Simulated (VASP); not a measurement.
# BN (Qingsongite) (F-43m) in VASP: single point with PBEsol

Aim: the single point of BN (Qingsongite) with PBEsol.

Everything below comes from runs of VASP 6.6.1. Logs are shortened: lines on timing, memory, paths and dates and some standing lists are left out, and cuts for length are marked.

**1. The cell of the first run**

Symmetry: F-43m, No. 216, cubic system. Conventional cell: a = 3.615 Å, b = 3.615 Å, c = 3.615 Å, α = 90.00°, β = 90.00°, γ = 90.00°. Within 2.1 Å of B (site symmetry -43m) lie 4 N at 1.57 Å. N (site symmetry -43m) has 4 B at 1.57 Å within 2.1 Å.

**2. Single point, PBEsol**

INCAR

```
SYSTEM = BN
PREC = Accurate
ENCUT = 520
EDIFF = 1E-7
ISMEAR = 0
SIGMA = 0.01
LREAL = .FALSE.
LASPH = .TRUE.
NELM = 60
ALGO = Normal
ISIF = 2
LWAVE = .FALSE.
LCHARG = .FALSE.
GGA = PS
NBANDS = 11
```

KPOINTS

```
Automatic mesh
0
G
  6 6 6
  0 0 0
```

POSCAR

```
BN
1.0
    0.0000000000      1.8075000000      1.8075000000
    1.8075000000      0.0000000000      1.8075000000
    1.8075000000      1.8075000000      0.0000000000
B N
1 1
Direct
    0.0000000000      0.0000000000      0.0000000000
    0.2500000000      0.2500000000      0.2500000000
```

Potentials or basis: VASP PAW PBE potentials, release 64 (B, N).

On the command line:

```console
> cat potpaw_PBE.64/B/POTCAR potpaw_PBE.64/N/POTCAR > POTCAR
> mpirun -np 1 vasp_std > vasp.out
```

OUTCAR:

```text
SYSTEM = BN
   PREC = Accurate
   ENCUT = 520
   EDIFF = 1E-7
   ISMEAR = 0
   LREAL = .FALSE.
   LASPH = .TRUE.
   NELM = 60
   ISIF = 2
   GGA = PS

 ion  position               nearest neighbor table
   1  0.000  0.000  0.000-   2 1.57   2 1.57   2 1.57   2 1.57
   2  0.250  0.250  0.250-   1 1.57   1 1.57   1 1.57   1 1.57

  LATTYP: Found a face centered cubic cell.
 ALAT       =     3.6150000000

  Lattice vectors:

 A1 = (   0.0000000000,   1.8075000000,   1.8075000000)
 A2 = (   1.8075000000,   0.0000000000,   1.8075000000)
 A3 = (   1.8075000000,   1.8075000000,   0.0000000000)

Analysis of symmetry for initial positions (statically):
=====================================================================
 Subroutine PRICEL returns:
 Original cell was already a primitive cell.

 Routine SETGRP: Setting up the symmetry group for a
 face centered cubic supercell.

 Subroutine GETGRP returns: Found 24 space group operations
 (whereof 24 operations were pure point group operations)
 out of a pool of 48 trial point group operations.

The static configuration has the point symmetry T_d .

Analysis of symmetry for dynamics (positions and initial velocities):
=====================================================================
 Subroutine PRICEL returns:
 Original cell was already a primitive cell.

 Routine SETGRP: Setting up the symmetry group for a
 face centered cubic supercell.

 Subroutine GETGRP returns: Found 24 space group operations
 (whereof 24 operations were pure point group operations)
 out of a pool of 48 trial point group operations.

The dynamic configuration has the point symmetry T_d .

 Subroutine INISYM returns: Found 24 space group operations
 (whereof 24 operations are pure point group operations),
 and found     1 'primitive' translations

----------------------------------------------------------------------------------------

                                     Primitive cell

  volume of cell :      11.8104

  direct lattice vectors                    reciprocal lattice vectors
     0.000000000  1.807500000  1.807500000    -0.276625173  0.276625173  0.276625173
     1.807500000  0.000000000  1.807500000     0.276625173 -0.276625173  0.276625173
     1.807500000  1.807500000  0.000000000     0.276625173  0.276625173 -0.276625173

  length of vectors
     2.556191014  2.556191014  2.556191014     0.479128854  0.479128854  0.479128854

  position of ions in fractional coordinates (direct lattice)
     0.000000000  0.000000000  0.000000000
     0.250000000  0.250000000  0.250000000

  ion indices of the primitive-cell ions
   primitive index   ion index
                 1           1
                 2           2

----------------------------------------------------------------------------------------

 KPOINTS: Automatic mesh

Automatic generation of k-mesh.
 Grid dimensions read from file:
 generate k-points for:    6    6    6

 Generating k-lattice:

  Cartesian coordinates                     Fractional coordinates (reciprocal lattice)
    -0.046104195  0.046104195  0.046104195     0.166666667  0.000000000  0.000000000
     0.046104195 -0.046104195  0.046104195     0.000000000  0.166666667  0.000000000
     0.046104195  0.046104195 -0.046104195     0.000000000  0.000000000  0.166666667

  Length of vectors
     0.079854809  0.079854809  0.079854809

  Shift w.r.t. Gamma in fractional coordinates (k-lattice)
     0.000000000  0.000000000  0.000000000

 Subroutine IBZKPT returns following result:
 ===========================================

 Found     16 irreducible k-points:

 Following reciprocal coordinates:
            Coordinates               Weight
  0.000000  0.000000  0.000000      1.000000
  0.166667  0.000000  0.000000      8.000000
  0.333333  0.000000  0.000000      8.000000
  0.500000  0.000000  0.000000      4.000000
  0.166667  0.166667  0.000000      6.000000
  0.333333  0.166667  0.000000     24.000000
[... 8 lines left out ...]
 -0.333333  0.333333  0.166667     24.000000
 -0.333333  0.500000  0.166667     12.000000
   k-points           NKPTS =     16   k-points in BZ     NKDIM =     16   number of bands    NBANDS=     11
   number of dos      NEDOS =    301   number of ions     NIONS =      2
   total plane-waves  NPLWV =   8000
   dimension x,y,z NGX =    20 NGY =   20 NGZ =   20
   dimension x,y,z NGXF=    40 NGYF=   40 NGZF=   40
   ions per type =               1   1
   NGX,Y,Z   is equivalent  to a cutoff of  13.01, 13.01, 13.01 a.u.
   NGXF,Y,Z  is equivalent  to a cutoff of  26.01, 26.01, 26.01 a.u.
 SYSTEM =  BN
   PREC   = accura    normal or accurate (medium, high low for compatibility)
   ISTART =      0    job   : 0-new  1-cont  2-samecut
   ICHARG =      2    charge: 1-file 2-atom 10-const
   ISPIN  =      1    spin polarized calculation?
   LNONCOLLINEAR =      F non collinear calculations
   LSORBIT =      F    spin-orbit coupling
   LASPH  =      T    aspherical Exc in radial PAW
   ENCUT  =  520.0 eV  38.22 Ry    6.18 a.u.   4.75  4.75  4.75*2*pi/ulx,y,z
   NELM   =     60;   NELMIN=  2; NELMDL= -5     # of ELM steps
   EDIFF  = 0.1E-06   stopping-criterion for ELM
   LREAL  =      F    real-space projection
   EDIFFG = 0.1E-05   stopping-criterion for IOM
   NSW    =      0    number of steps for IOM
   IBRION =     -1    ionic relax: 0-MD 1-quasi-New 2-CG
   NFREE  =      0    steps in history (QN), initial steepest desc. (CG)
   ISIF   =      2    stress and relaxation
   ISYM   =      2    0-nonsym 1-usesym 2-fastsym
   POTIM  = 0.5000    time-step for ionic-motion
   TEBEG  =    0.0;   TEEND  =   0.0 temperature during run
   PSTRESS=    0.0 pullay stress
   NELECT =       8.0000    total number of electrons
   NUPDOWN=      -1.0000    fix difference up-down
   EMIN   =  10.00;   EMAX   =-10.00  energy-range for DOS
   EFERMI =   0.00;   METHOD = LEGACY
   ISMEAR =     0;   SIGMA  =   0.01  broadening in eV -4-tet -1-fermi 0-gaus
   EFERMI_NEDOS =   21; number of points for ismear=-14 and -15
   IALGO  =     38    algorithm
   IMIX   =      4    mixing-type and parameters
     AMIX     =   0.40;   BMIX     =  1.00
     AMIX_MAG =   1.60;   BMIX_MAG =  1.00
  volume/ion in A,a.u.               =       5.91        39.85
  Fermi-wavevector in a.u.,A,eV,Ry     =   1.437749  2.716952 28.124920  2.067123
  Thomas-Fermi vector in A             =   2.556793
   LORBIT       =      0    0 simple, 1 ext, 2 COOP (PROOUT), +10 PAW based schemes
   GGA     = PS    functional components
   LHFCALC =     F    Hartree Fock is set to
   AEXX    =    0.0000 exact exchange contribution
   IVDW    =     0    specifies the selected vdW correction
   LEPSILON=     F    determine dielectric tensor
   LRPA    =     F    only Hartree local field effects (RPA)
 non-spin polarized calculation
 Gauss-broadening in eV      SIGMA  =   0.01
  energy-cutoff  :      520.00
  volume of cell :       11.81
 maximum number of plane-waves:       332
   NGX =  9   NGY =  9   NGZ =  9

 number of electron       7.9999999 magnetization

 Free energy of the ion-electron system (eV)
  ---------------------------------------------------
  ext. energy  EPLUGINS =         0.00000000
  ---------------------------------------------------
  free energy    TOTEN  =       -18.34234198 eV

  energy without entropy =      -18.34234198  energy(sigma->0) =      -18.34234198

 E-fermi :   7.5185     XC(G=0): -13.0155

 val. band max:        7.3657911505   @ k =   0.0000   0.0000   0.0000
 cond. band min:      11.6401777472   @ k =   0.5000   0.5000   0.0000
 fundamental gap:      4.2743865967
 Fermi energy:         7.5185447132

 k-point     1 :       0.0000    0.0000    0.0000
  band No.  band energies     occupation
      1     -12.8885      2.00000
      2       7.3658      2.00000
      3       7.3658      2.00000
      4       7.3658      2.00000
      5      16.1251      0.00000
      6      16.1251      0.00000
      7      16.1251      0.00000
      8      17.6325      0.00000
      9      31.8732      0.00000
     10      35.0529      0.00000
     11      35.0529      0.00000

 k-point     2 :       0.1667    0.0000    0.0000
  band No.  band energies     occupation
      1     -12.2146      2.00000
      2       4.3327      2.00000
      3       6.7408      2.00000
      4       6.7408      2.00000
      5      16.6360      0.00000
      6      17.0391      0.00000
      7      17.0391      0.00000
      8      19.5371      0.00000
      9      31.0524      0.00000
     10      31.1864      0.00000
     11      31.1864      0.00000

 k-point     3 :       0.3333    0.0000    0.0000
  band No.  band energies     occupation
      1     -10.3353      2.00000
      2      -0.5541      2.00000
      3       5.7962      2.00000
      4       5.7962      2.00000
      5      17.2127      0.00000
      6      17.9453      0.00000
      7      17.9453      0.00000
      8      21.7693      0.00000
      9      30.3036      0.00000
     10      31.5896      0.00000
     11      31.5896      0.00000

 k-point     4 :       0.5000    0.0000    0.0000
  band No.  band energies     occupation
      1      -8.6189      2.00000
      2      -3.4144      2.00000
      3       5.4162      2.00000
      4       5.4162      2.00000
      5      17.4568      0.00000
      6      17.9852      0.00000
      7      17.9852      0.00000
      8      22.4411      0.00000
      9      30.5476      0.00000
     10      34.0413      0.00000
     11      34.1073      0.00000
[... 127 lines left out ...]
 k-point    14 :       0.5000    0.3333    0.1667
  band No.  band energies     occupation
      1      -8.8316      2.00000
      2      -0.1182      2.00000
      3       1.8854      2.00000
      4       3.7930      2.00000
      5      16.0084      0.00000
      6      19.1215      0.00000
      7      20.4819      0.00000
      8      22.8776      0.00000
      9      26.8487      0.00000
     10      32.8489      0.00000
     11      35.4254      0.00000

 k-point    15 :      -0.3333    0.3333    0.1667
  band No.  band energies     occupation
      1      -7.4646      2.00000
      2      -1.6642      2.00000
      3       1.2692      2.00000
      4       2.8229      2.00000
      5      16.6961      0.00000
      6      19.0891      0.00000
      7      22.2904      0.00000
      8      23.7054      0.00000
      9      25.2514      0.00000
     10      32.9656      0.00000
     11      35.2762      0.00000

 k-point    16 :      -0.3333    0.5000    0.1667
  band No.  band energies     occupation
      1      -7.0033      2.00000
      2      -0.8668      2.00000
      3       1.1192      2.00000
      4       1.1418      2.00000
      5      14.9807      0.00000
      6      19.2623      0.00000
      7      22.3889      0.00000
      8      24.0994      0.00000
      9      26.7906      0.00000
     10      33.1500      0.00000
     11      37.3511      0.00000

------------------------ aborting loop because EDIFF is reached ----------------------------------------

  FORCE on cell =-STRESS in cart. coord.  units (eV):
  Direction    XX          YY          ZZ          XY          YZ          ZX
  --------------------------------------------------------------------------------------
  -------------------------------------------------------------------------------------
  Total       -0.1706365     -0.1706365     -0.1706365     -0.0000000     -0.0000000      0.0000000
  in kB      -23.1482159    -23.1482159    -23.1482159     -0.0000000     -0.0000000      0.0000000
  external PRESSURE =     -23.1482159 kB  Pullay stress =       0.0000000 kB

 VOLUME and BASIS-vectors are now :
 -----------------------------------------------------------------------------
  energy-cutoff  :      520.00
  volume of cell :       11.81
      direct lattice vectors                 reciprocal lattice vectors
     0.000000000  1.807500000  1.807500000    -0.276625173  0.276625173  0.276625173
     1.807500000  0.000000000  1.807500000     0.276625173 -0.276625173  0.276625173
     1.807500000  1.807500000  0.000000000     0.276625173  0.276625173 -0.276625173

 POSITION                                       TOTAL-FORCE (eV/Angst)
 -----------------------------------------------------------------------------------
      0.00000      0.00000      0.00000         0.000000      0.000000      0.000000
      0.90375      0.90375      0.90375        -0.000000     -0.000000     -0.000000
 -----------------------------------------------------------------------------------
    total drift:                                0.000000      0.000000      0.000000

  FREE ENERGIE OF THE ION-ELECTRON SYSTEM (eV)
  ---------------------------------------------------
  free  energy   TOTEN  =       -18.3423419845 eV

  energy  without entropy=      -18.3423419845  energy(sigma->0) =      -18.34234198
```

It took 3.9 s on 1 thread of Intel Xeon Platinum 8259CL at 2.50GHz (Skylake/Cascade Lake), shared host; peak memory 0.11 GiB.

What came out:

- Free energy: -18.3423 eV
- Pressure: -2.3 GPa
- Band gap on the k mesh: 4.27 eV, indirect (least direct gap 8.76 eV)

Levels at points of the mesh, in eV from the valence-band top:
```tsv
k point	band 1	band 2	band 3	band 4	band 5	band 6	band 7	band 8	band 9
(0.00, 0.00, 0.00)	-20.25	0.00	0.00	0.00	8.76	8.76	8.76	10.27	24.51
(0.50, 0.00, 0.00)	-15.98	-10.78	-1.95	-1.95	10.09	10.62	10.62	15.08	23.18
(0.50, 0.50, 0.00)	-14.61	-8.97	-4.94	-4.94	4.27	9.09	17.88	17.88	20.62
```

Caveat: the k points lie up to 0.50 Å⁻¹ apart; the PAW data sets were made with another functional, which shifts forces and pressure a little. A k mesh can miss the band edges.
